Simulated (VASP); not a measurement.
Ta3H2: single point with PBE

Ta3H2:

```
Ta H
1.0
     2.71794    1.56920    4.94706
    -2.71794    1.56920    4.94706
     0.00000   -3.13841    4.94706
Ta H
6 4
Direct
  0.05625 0.44375 0.75000
  0.75000 0.05625 0.44375
  0.44375 0.75000 0.05625
  0.94375 0.55625 0.25000
  0.25000 0.94375 0.55625
  0.55625 0.25000 0.94375
  0.85218 0.85218 0.85218
  0.64782 0.64782 0.64782
  0.14782 0.14782 0.14782
  0.35218 0.35218 0.35218
```

- Program: VASP 6.6.1
- Task: single point
- Functional: PBE
- Potentials or basis: VASP PAW PBE potentials, release 64 (Ta_pv, H)
- Cutoff: 520 eV
- k mesh: 6 × 6 × 6
- Occupations: gaussian, width 0.1 eV
- Spin: no spin polarisation
- Dipole correction: no
- Further INCAR settings: ALGO = Normal; EDIFF = 1e-07; NBANDS = 46

| Item | Value |
| --- | --- |
| Pressure | -7.3 GPa |
| Largest force | 0.357 eV/Å |
| Band gap on the k mesh | zero (bands 35 and 36 overlap by 0.55 eV) |

Forces on the atoms (eV/Å):
```
Ta   0.218  0.000  0.000
Ta  -0.109  0.189  0.000
Ta  -0.109 -0.189  0.000
Ta  -0.218  0.000  0.000
Ta   0.109 -0.189  0.000
Ta   0.109  0.189  0.000
H    0.000  0.000 -0.357
H    0.000  0.000  0.357
H    0.000  0.000  0.357
H    0.000  0.000 -0.357
```

Stress tensor (GPa, compression positive):
```
-11.80   0.00   0.00
  0.00 -11.80   0.00
  0.00   0.00   1.60
```

Levels at points of the mesh, in eV from the Fermi level:
```csv
k point,band 32,band 33,band 34,band 35,band 36,band 37,band 38,band 39
"(0.00, 0.00, 0.00)",-0.67,-0.59,-0.23,0.13,0.13,0.83,0.83,0.95
"(0.50, 0.00, 0.00)",-0.60,-0.49,-0.49,-0.22,-0.22,0.81,0.81,1.52
"(0.50, 0.50, 0.00)",-0.73,-0.55,-0.16,-0.05,0.08,0.23,0.24,1.15
"(0.50, 0.50, 0.50)",-0.73,-0.73,-0.73,-0.04,-0.04,-0.04,-0.04,0.59
```

Wall time 2.1 min on 1 thread of Intel(R) Xeon(R) 6975P-C (Granite Rapids) (shared host), peak memory 0.38 GiB.

Caveat: the stress differs along the axes, from -12 to 2 GPa; spin-orbit coupling is left out, which moves the levels of the heavy elements.
